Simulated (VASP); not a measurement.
# Si7Ge (Cm) in VASP: further runs

The runs below take Si7Ge through single point, with PBEsol.

Program: VASP 6.6.1. These are calculated values, not measurements. Logs are shortened: lines on timing, memory, paths and dates and some standing lists are left out, and cuts for length are marked.

### Step 1. The cell of the first run

Symmetry: Cm, No. 8, monoclinic system. Conventional cell: a = 7.813 Å, b = 7.720 Å, c = 5.525 Å, α = 90.00°, β = 107.68°, γ = 90.00°. Si (site symmetry m) has 1 Ge at 2.04 Å and 2 Si at 2.37 Å within 2.7 Å. Within 2.7 Å of Si (site symmetry 1) lie 3 Si at 2.02 to 2.37 Å. Within 2.7 Å of Si (site symmetry m) lie 3 Si at 2.01 to 2.37 Å. Si (site symmetry 1) has 2 Si at 2.02 to 2.37 Å and 1 Ge at 2.40 Å within 2.7 Å. Si (site symmetry m) has 3 Si at 2.01 to 2.36 Å within 2.7 Å. Ge (site symmetry m) has 3 Si at 2.04 to 2.40 Å within 2.7 Å.

### Step 2. Single point, PBEsol (engineering shear strain xz -0.2200, engineering shear strain yz -0.2200)

INCAR

```
SYSTEM = Si7Ge
  PREC = Accurate
  ENCUT = 520
  EDIFF = 1E-7
  ISMEAR = 0
  SIGMA = 0.03
  LREAL = .FALSE.
  LASPH = .TRUE.
  NELM = 100
  ALGO = Normal
  ISIF = 2
  LWAVE = .FALSE.
  LCHARG = .FALSE.
  GGA = PS
  NBANDS = 31
```

KPOINTS

```
Automatic mesh
0
G
  6 6 6
  0 0 0
```

POSCAR

```
Si7Ge
1.0
    5.4589494008      0.0000000000     -0.6004844341
    0.0000000000      5.4589494008     -0.6004844341
   -0.6004844341     -0.6004844341      5.4589494008
Si Ge
7 1
Direct
    0.2525986838      0.2525986838      0.2525986838
    0.0000000000      0.5000000000      0.5000000000
    0.5000000000      0.5000000000      0.0000000000
    0.5000000000      0.0000000000      0.5000000000
    0.7474013162      0.2525986838      0.7474013162
    0.7474013162      0.7474013162      0.2525986838
    0.2525986838      0.7474013162      0.7474013162
    0.0000000000      0.0000000000      0.0000000000
```

Potentials or basis: VASP PAW PBE potentials, release 64 (Si, Ge_d).

Started as:

```console
$ cat potpaw_PBE.64/Si/POTCAR potpaw_PBE.64/Ge_d/POTCAR > POTCAR
$ mpirun -np 1 vasp_std > vasp.out
```

OUTCAR:

```text
SYSTEM = Si7Ge
   PREC = Accurate
   ENCUT = 520
   EDIFF = 1E-7
   ISMEAR = 0
   LREAL = .FALSE.
   LASPH = .TRUE.
   NELM = 100
   ISIF = 2
   GGA = PS

 ion  position               nearest neighbor table
   1  0.253  0.253  0.253-   8 2.04   4 2.37   2 2.37   3 2.71
   2  0.000  0.500  0.500-   7 2.02   6 2.36   1 2.37   5 2.70
   3  0.500  0.500  0.000-   6 2.01   5 2.37   7 2.37   1 2.71
   4  0.500  0.000  0.500-   5 2.02   6 2.36   1 2.37   7 2.70
   5  0.747  0.253  0.747-   4 2.02   3 2.37   8 2.40   2 2.70
   6  0.747  0.747  0.253-   3 2.01   2 2.36   4 2.36   8 2.74
   7  0.253  0.747  0.747-   2 2.02   3 2.37   8 2.40   4 2.70
   8  0.000  0.000  0.000-   1 2.04   5 2.40   7 2.40   6 2.74

  LATTYP: Found a base centered monoclinic cell.
 ALAT       =     7.8129753195
 B/A-ratio  =     0.9881152779
 C/A-ratio  =     0.7071067812
 COS(beta)  =    -0.3037756139

  Lattice vectors:

 A1 = (   5.4589494008,   0.0000000000,  -0.6004844341)
 A2 = (   0.0000000000,   5.4589494008,  -0.6004844341)
 A3 = (  -0.6004844341,  -0.6004844341,   5.4589494008)

Analysis of symmetry for initial positions (statically):
=====================================================================
 Subroutine PRICEL returns:
 Original cell was already a primitive cell.

 Routine SETGRP: Setting up the symmetry group for a
 base centered monoclinic supercell.

 Subroutine GETGRP returns: Found  2 space group operations
 (whereof  2 operations were pure point group operations)
 out of a pool of  4 trial point group operations.

The static configuration has the point symmetry C_1h.

Analysis of symmetry for dynamics (positions and initial velocities):
=====================================================================
 Subroutine PRICEL returns:
 Original cell was already a primitive cell.

 Routine SETGRP: Setting up the symmetry group for a
 base centered monoclinic supercell.

 Subroutine GETGRP returns: Found  2 space group operations
 (whereof  2 operations were pure point group operations)
 out of a pool of  4 trial point group operations.

The dynamic configuration has the point symmetry C_1h.

 Subroutine INISYM returns: Found  2 space group operations
 (whereof  2 operations are pure point group operations),
 and found     1 'primitive' translations

----------------------------------------------------------------------------------------

                                     Primitive cell
[... 103 lines left out ...]
   EDIFF  = 0.1E-06   stopping-criterion for ELM
   LREAL  =      F    real-space projection
   EDIFFG = 0.1E-05   stopping-criterion for IOM
   NSW    =      0    number of steps for IOM
   IBRION =     -1    ionic relax: 0-MD 1-quasi-New 2-CG
   NFREE  =      0    steps in history (QN), initial steepest desc. (CG)
   ISIF   =      2    stress and relaxation
   ISYM   =      2    0-nonsym 1-usesym 2-fastsym
   POTIM  = 0.5000    time-step for ionic-motion
   TEBEG  =    0.0;   TEEND  =   0.0 temperature during run
   PSTRESS=    0.0 pullay stress
   NELECT =      42.0000    total number of electrons
   NUPDOWN=      -1.0000    fix difference up-down
   EMIN   =  10.00;   EMAX   =-10.00  energy-range for DOS
   EFERMI =   0.00;   METHOD = LEGACY
   ISMEAR =     0;   SIGMA  =   0.03  broadening in eV -4-tet -1-fermi 0-gaus
   EFERMI_NEDOS =   21; number of points for ismear=-14 and -15
   IALGO  =     38    algorithm
   IMIX   =      4    mixing-type and parameters
     AMIX     =   0.40;   BMIX     =  1.00
     AMIX_MAG =   1.60;   BMIX_MAG =  1.00
  volume/ion in A,a.u.               =      19.84       133.90
  Fermi-wavevector in a.u.,A,eV,Ry     =   1.050982  1.986068 15.028493  1.104563
  Thomas-Fermi vector in A             =   2.186007
   LORBIT       =      0    0 simple, 1 ext, 2 COOP (PROOUT), +10 PAW based schemes
   GGA     = PS    functional components
   LHFCALC =     F    Hartree Fock is set to
   AEXX    =    0.0000 exact exchange contribution
   IVDW    =     0    specifies the selected vdW correction
   LEPSILON=     F    determine dielectric tensor
   LRPA    =     F    only Hartree local field effects (RPA)
 non-spin polarized calculation
 Gauss-broadening in eV      SIGMA  =   0.03
  energy-cutoff  :      520.00
  volume of cell :      158.74
 maximum number of plane-waves:      4310
 NGX is ok and might be reduce to    42
   NGX = 21   NGY = 21   NGZ = 21

 number of electron      41.9999990 magnetization

 Free energy of the ion-electron system (eV)
  ---------------------------------------------------
  ext. energy  EPLUGINS =         0.00000000
  ---------------------------------------------------
  free energy    TOTEN  =       -39.68299222 eV

  energy without entropy =      -39.68135815  energy(sigma->0) =      -39.68217519

 E-fermi :   5.8466     XC(G=0):  -9.7332

 val. band max:        5.8463629699   @ k =  -0.1667   0.0000   0.1667
 cond. band min:       5.8534449179   @ k =  -0.3333  -0.3333   0.3333
 fundamental gap:      0.0070819480
 Fermi energy:         5.8465910986

 k-point     1 :       0.0000    0.0000    0.0000
  band No.  band energies     occupation
      1     -18.4438      2.00000
      2     -18.3781      2.00000
      3     -18.3685      2.00000
      4     -18.3524      2.00000
      5     -18.3455      2.00000
      6      -6.6366      2.00000
[... 805 lines left out ...]
     30      10.4430      0.00000
     31      11.0184      0.00000

 [... further k-points ...]
[... 5 lines left out ...]
  --------------------------------------------------------------------------------------
  -------------------------------------------------------------------------------------
  Total       11.6993753     11.6993753     12.1187391     12.0042177     23.7840722     23.7840729
  in kB      118.0824169    118.0824169    122.3150783    121.1592079    240.0539055    240.0539130
  external PRESSURE =     119.4933041 kB  Pullay stress =       0.0000000 kB

 VOLUME and BASIS-vectors are now :
 -----------------------------------------------------------------------------
  energy-cutoff  :      520.00
  volume of cell :      158.74
      direct lattice vectors                 reciprocal lattice vectors
     5.458949401  0.000000000 -0.600484434     0.185456946  0.002271514  0.020650131
     0.000000000  5.458949401 -0.600484434     0.002271514  0.185456946  0.020650131
    -0.600484434 -0.600484434  5.458949401     0.020650131  0.020650131  0.187728460

 POSITION                                       TOTAL-FORCE (eV/Angst)
 -----------------------------------------------------------------------------------
      1.22724      1.22724      1.07556         3.245679      3.245679      2.447229
     -0.30024      2.42923      2.42923        -3.175570     -3.122011     -2.250134
      2.72947      2.72947     -0.60048        -3.157230     -3.157230     -2.505839
      2.42923     -0.30024      2.42923        -3.122011     -3.175570     -2.250134
      3.63122      0.93012      3.47954         3.055696      3.271089      2.215395
      3.92834      3.92834      0.48132         3.132917      3.132917      2.472713
      0.93012      3.63122      3.47954         3.271089      3.055696      2.215395
      0.00000      0.00000      0.00000        -3.250571     -3.250571     -2.344626
 -----------------------------------------------------------------------------------
    total drift:                               -0.000049     -0.000049      0.000146

  FREE ENERGIE OF THE ION-ELECTRON SYSTEM (eV)
  ---------------------------------------------------
  free  energy   TOTEN  =       -39.6829922228 eV

  energy  without entropy=      -39.6813581503  energy(sigma->0) =      -39.68217519
```

Run time: 6.2 min. Hardware: 1 thread of AMD EPYC 7R43 (Zen 3), shared host; peak memory 0.39 GiB.

Results:

```
Free energy            : -39.6830 eV
Pressure               : 11.9 GPa
Largest force          : 5.202 eV/Å
Band gap on the k mesh : zero (band 21 reaches 6.07 eV, above the bottom of band 22 at 5.38 eV)
```

Forces on the atoms (eV/Å):
```
Si   3.246  3.246  2.447
Si  -3.176 -3.122 -2.250
Si  -3.157 -3.157 -2.506
Si  -3.122 -3.176 -2.250
Si   3.056  3.271  2.215
Si   3.133  3.133  2.473
Si   3.271  3.056  2.215
Ge  -3.251 -3.251 -2.345
```

Levels at points of the mesh, in eV from the Fermi level:
| k point | band 18 | band 19 | band 20 | band 21 | band 22 | band 23 | band 24 | band 25 |
| --- | --- | --- | --- | --- | --- | --- | --- | --- |
| (0.00, 0.00, 0.00) | -1.46 | -0.77 | -0.74 | -0.46 | -0.34 | 0.34 | 0.36 | 0.48 |
| (0.50, 0.00, 0.00) | -2.97 | -2.91 | -0.90 | -0.75 | 1.22 | 1.35 | 2.49 | 2.56 |
| (0.50, 0.50, 0.00) | -1.66 | -1.56 | -1.06 | -0.92 | 1.05 | 1.06 | 2.04 | 2.21 |
| (0.00, 0.00, 0.50) | -2.23 | -2.17 | -2.17 | -2.07 | 1.28 | 1.44 | 2.29 | 2.38 |
| (0.50, 0.00, 0.50) | -1.70 | -1.63 | -0.54 | -0.37 | 1.34 | 1.37 | 3.01 | 3.16 |
| (0.50, 0.50, 0.50) | -0.61 | -0.60 | -0.41 | -0.08 | -0.02 | 0.67 | 0.73 | 2.02 |

Caveat: the cell differs from its parent crystal (engineering shear strain xz -0.2200, engineering shear strain yz -0.2200); the PAW data sets were made with another functional, which shifts forces and pressure a little.

### Step 3. Single point, PBEsol (engineering shear strain xz -0.1650, engineering shear strain yz -0.1650)

INCAR

```
SYSTEM = Si7Ge
ALGO = Normal
EDIFF = 1E-7
ENCUT = 520
GGA = PS
ISIF = 2
ISMEAR = 0
LASPH = .True.
LCHARG = .True.
LELF = .True.
LREAL = .False.
LVHAR = .True.
LWAVE = .False.
NBANDS = 31
NELM = 80
PREC = Accurate
SIGMA = 0.03
```

KPOINTS

```
k-points
0
Gamma
  6 6 6
  0 0 0
```

Edit POSCAR of step 2 so:

```diff
@@ -2,5 +2,5 @@
 1.0
-    5.4589494008      0.0000000000     -0.6004844341
-    0.0000000000      5.4589494008     -0.6004844341
-   -0.6004844341     -0.6004844341      5.4589494008
+    5.4589494008      0.0000000000     -0.4503633256
+    0.0000000000      5.4589494008     -0.4503633256
+   -0.4503633256     -0.4503633256      5.4589494008
 Si Ge
```

Potentials or basis: VASP PAW PBE potentials, release 64 (Si, Ge_d).

Started as:

```console
$ cat potpaw_PBE.64/Si/POTCAR potpaw_PBE.64/Ge_d/POTCAR > POTCAR
$ mpirun -np 1 vasp_std > vasp.out
```

It took 5.9 min on 1 thread of AMD EPYC 7R43 (Zen 3), shared host; peak memory 0.4 GiB.

The run converged. Its results:

| Item | Value |
| --- | --- |
| Free energy | -42.1657 eV |
| Pressure | 6.6 GPa |
| Largest force | 3.214 eV/Å |
| Band gap on the k mesh | zero (band 21 reaches 5.90 eV, above the bottom of band 22 at 5.69 eV) |

Forces on the atoms (eV/Å):
```
Si   2.047  2.047  1.398
Si  -2.010 -2.008 -1.296
Si  -2.020 -2.020 -1.427
Si  -2.008 -2.010 -1.296
Si   1.979  2.062  1.284
Si   2.013  2.013  1.397
Si   2.062  1.979  1.284
Ge  -2.063 -2.063 -1.344
```

Stress tensor (GPa, compression positive):
```
 6.45  6.30 17.72
 6.30  6.45 17.72
17.72 17.72  7.05
```

Levels at points of the mesh, in eV from the Fermi level:
```
           k point  band 19  band 20  band 21  band 22  band 23  band 24
(0.00, 0.00, 0.00)    -0.54    -0.32    -0.18    -0.03     0.19     0.26
(0.50, 0.00, 0.00)    -2.68    -1.23    -1.08     1.09     1.24     2.90
(0.50, 0.50, 0.00)    -1.46    -1.23    -1.10     1.54     1.59     2.09
(0.00, 0.00, 0.50)    -2.11    -2.08    -2.00     1.14     1.30     2.66
(0.50, 0.00, 0.50)    -1.60    -0.86    -0.69     1.56     1.64     2.79
(0.50, 0.50, 0.50)    -0.89    -0.40    -0.36    -0.10     0.89     1.00
```

Caveat: the cell differs from its parent crystal (engineering shear strain xz -0.1650, engineering shear strain yz -0.1650); the PAW data sets were made with another functional, which shifts forces and pressure a little.
